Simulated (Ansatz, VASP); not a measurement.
**One calculation of Ti2BeAlB, two programs**

```
CELL_PARAMETERS angstrom
2.80968 0.00000 0.00000
-1.40484 2.43325 0.00000
0.00000 0.00000 9.85584
ATOMIC_POSITIONS crystal
Ti 0.00000 0.00000 0.00000
Ti 0.00000 0.00000 0.36423
Be 0.33333 0.66667 0.57423
Al 0.66667 0.33333 0.76347
B 0.33333 0.66667 0.18211
```

Alike in both runs: task relaxation of cell and atoms; functional PBE; k mesh 6 × 6 × 2; occupations gaussian, width 0.1 eV; no spin polarisation.

```csv
,VASP,Ansatz
version,VASP 6.6.1,Ansatz 0.2.0
potentials or method,"VASP PAW PBE potentials, release 64 (Ti_sv, Be, Al, B), cutoff 600 eV","scalar-relativistic, plane waves, PAW"
valence electrons in the cell,32,32
```

Ansatz gave:

* gap on the k mesh at the Fermi level, each at its own relaxed structure (eV): none
* relaxed volume (Å³/atom): 13.60
* relaxed cell length with the largest relative difference (Å): 2.841

What did VASP give for the same quantities?

gap on the k mesh at the Fermi level, each at its own relaxed structure (eV): none; relaxed volume (Å³/atom): 13.59; relaxed cell length with the largest relative difference (Å): 2.840.

A gap of «none» marks a metal or a gap that the smearing closes.

The k mesh is coarse, so the values compare programs but aren't converged.
